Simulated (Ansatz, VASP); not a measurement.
Two plane-wave programs on CdTe

```
Cd Te
1.0
     3.05504   -3.08426    0.00000
     3.05504    3.08426    0.00000
     0.00000    0.00000    6.07028
Cd Te
2 2
Direct
  0.27703 0.72297 0.75000
  0.72297 0.27703 0.25000
  0.76614 0.23386 0.75000
  0.23386 0.76614 0.25000
```

Change from the starting cell: volume scaled by 0.99, PAW files.

Alike in both runs: task electric field gradients; functional PBEsol; k mesh 9 × 9 × 6; occupations fermi-dirac, width 0.05 eV; no spin polarisation.

|  | VASP | Ansatz |
| --- | --- | --- |
| version | VASP 6.6.1 | Ansatz 0.2.0 |
| potentials or method | VASP PAW PBE potentials, release 64 (Cd, Te) | PAW with Ansatz's default frozen-core files, scalar-relativistic |
| plane-wave cutoff (eV) | 520 | 420 |
| valence electrons in the cell | 36 | 72 |

VASP gave:

```
pressure (GPa)                                                : -2.6
traceless stress, the component that is largest in VASP (GPa) : 0.26
rms of the force components (eV/Å)                            : 0.024
size of Vzz on the site where it differs most (V/Å²)          : 8.0
```

Task: Which values does Ansatz return?

Result: Pressure (GPa): -2.8; traceless stress, the component that is largest in VASP (GPa): 0.26; rms of the force components (eV/Å): 0.026; size of Vzz on the site where it differs most (V/Å²): 8.9.

VASP's potentials were made for PBE, not for PBEsol. Atom by atom the forces differ by 0.003 eV/Å (rms over components). VASP's potentials hold 36 valence electrons a cell and Ansatz's 72, so a difference there can come from the potentials and not from the codes.

Spin-orbit coupling is off throughout.
